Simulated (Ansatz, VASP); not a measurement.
# CdTe4 in VASP and in Ansatz

The input INCAR:

```
SYSTEM = CdTe4
PREC = Accurate ; ENCUT = 600
EDIFF = 1E-6 ; ISMEAR = 0
SIGMA = 0.1 ; LREAL = .False.
LASPH = .True. ; NELM = 60
ALGO = Normal ; ISIF = 3
LWAVE = .False. ; LCHARG = .False.
GGA = PE ; IBRION = 2
NSW = 90 ; EDIFFG = -0.04
```

File KPOINTS:

```
regular mesh
0
Gamma
  4 4 4
  0 0 0
```

POSCAR

```
CdTe4
1.0
    4.7030573000      0.0000000000      0.0000000000
    0.0000000000      4.7030573000      0.0000000000
    0.0000000000      0.0000000000      7.4162139300
Cd Te
1 4
Direct
    0.0000000000      0.0000000000      0.0000000000
    0.0000000000      0.5000000000      0.6946002100
    0.5000000000      0.0000000000      0.6946002100
    0.0000000000      0.5000000000      0.3053997900
    0.5000000000      0.0000000000      0.3053997900
```

Input for Ansatz:

```yaml
crystal:
  lattice:
    - [4.7030573, 0.0, 0.0]
    - [0.0, 4.7030573, 0.0]
    - [0.0, 0.0, 7.41621393]
  atoms:
    - { symbol: Cd, position: [0.0, 0.0, 0.0] }
    - { symbol: Te, position: [0.0, 0.5, 0.69460021] }
    - { symbol: Te, position: [0.5, 0.0, 0.69460021] }
    - { symbol: Te, position: [0.0, 0.5, 0.30539979] }
    - { symbol: Te, position: [0.5, 0.0, 0.30539979] }
basis:
  ecutwfc: 420
kpoints:
  mp_grid: { grid: [4, 4, 4] }
hamiltonian:
  xc: pbe
scf:
  occupations: { method: gaussian, width: 0.1 }
  lower_state_search: "off"
output:
  forces: true
  stress: true
  eigenvalues: true
relax:
  adjacent_minimum: "off"
  f_tol: 0.04
  max_steps: 70
  cell: { stress_tol: 0.4 }
```

Alike in both runs: task relaxation of cell and atoms; functional PBE; k mesh 4 × 4 × 4; occupations gaussian, width 0.1 eV; no spin polarisation.

```csv
,VASP,Ansatz
version,VASP 6.6.1,Ansatz 0.2.0
potentials or method,"VASP PAW PBE potentials, release 64 (Cd, Te), cutoff 600 eV","scalar-relativistic, plane waves, PAW"
valence electrons in the cell,36,84
```

|  | VASP | Ansatz | Ansatz less VASP |
| --- | --- | --- | --- |
| gap on the k mesh at the Fermi level, each at its own relaxed structure (eV) | none | none | - |
| relaxed volume (Å³/atom) | 34.85 | 34.96 | +0.107 |
| relaxed length of the cell vector where the two differ most in proportion (Å) | 8.768 | 8.817 | +0.0484 |

A gap of «none» marks a metal or a gap that the smearing closes. VASP's potentials hold 36 valence electrons a cell and Ansatz's 84, so a difference there can come from the potentials and not from the codes.

Neither program's run includes spin-orbit coupling.
